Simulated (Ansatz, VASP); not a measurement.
**Al in VASP and in Ansatz**

The input INCAR:

```
ALGO = Normal
EDIFF = 1E-6
ENCUT = 520
GGA = PE
ISIF = 2
ISMEAR = -1
LASPH = True
LCHARG = False
LREAL = False
LWAVE = False
NBANDS = 8
NELM = 100
PREC = Accurate
SIGMA = 0.05
```

Contents of KPOINTS:

```
k-points
0
Gamma
  14 14 14
```

Contents of POSCAR:

```
Al
1.0
   -0.0607194000      1.9936203000      1.9936203000
    1.9936203000     -0.0607194000      1.9936203000
    1.9936203000      1.9936203000     -0.0607194000
Al
1
Direct
    0.0000000000      0.0000000000      0.0000000000
```

Input for Ansatz:

```yaml
crystal:
  lattice:
    - [-0.0607194, 1.9936203, 1.9936203]
    - [1.9936203, -0.0607194, 1.9936203]
    - [1.9936203, 1.9936203, -0.0607194]
  atoms:
    - { symbol: Al, position: [0.0, 0.0, 0.0] }
kpoints:
  mp_grid: { grid: [14, 14, 14] }
  band_path:
    path:
      - [0.0, 0.0, 0.0]
      - [0.5, 0.5, 0.5]
      - [0.2579113083, 0.5, 0.7420886917]
      - [-0.2579113083, 0.2579113083, 0.5]
      - [0.0, 0.0, 0.5]
      - [0.0, 0.0, 0.0]
      - [-0.3789556542, 0.0, 0.3789556542]
      - [0.0, 0.3789556542, 0.6210443458]
      - [0.0, 0.5, 0.5]
    npoints: 5
scf:
  occupations: { method: fermi_dirac, width: 0.05 }
hamiltonian:
  xc: pbe
  pseudopotentials: { kind: all_electron, lapw: { basis_error: 0.001 } }
output:
  forces: true
  stress: true
  eigenvalues: true
```

Change from the starting cell: equal xy, yz and zx shear strains of -3 %.

Alike in both runs: task single point; functional PBE; k mesh 14 × 14 × 14; occupations fermi-dirac, width 0.05 eV; no spin polarisation.

|  | VASP | Ansatz |
| --- | --- | --- |
| version | VASP 6.6.1 | Ansatz 0.2.0 |
| potentials or method | VASP PAW PBE potentials, release 64 (Al), cutoff 520 eV | all-electron LAPW, scalar-relativistic |

VASP gave:

* pressure (GPa): -0.3
* traceless stress, the component that is largest in VASP (GPa): 0.14

Problem. Estimate Ansatz's values.

Solution. Pressure (GPa): -0.3; traceless stress, the component that is largest in VASP (GPa): 0.15.

Ansatz ran all-electron here, and VASP with PAW potentials.
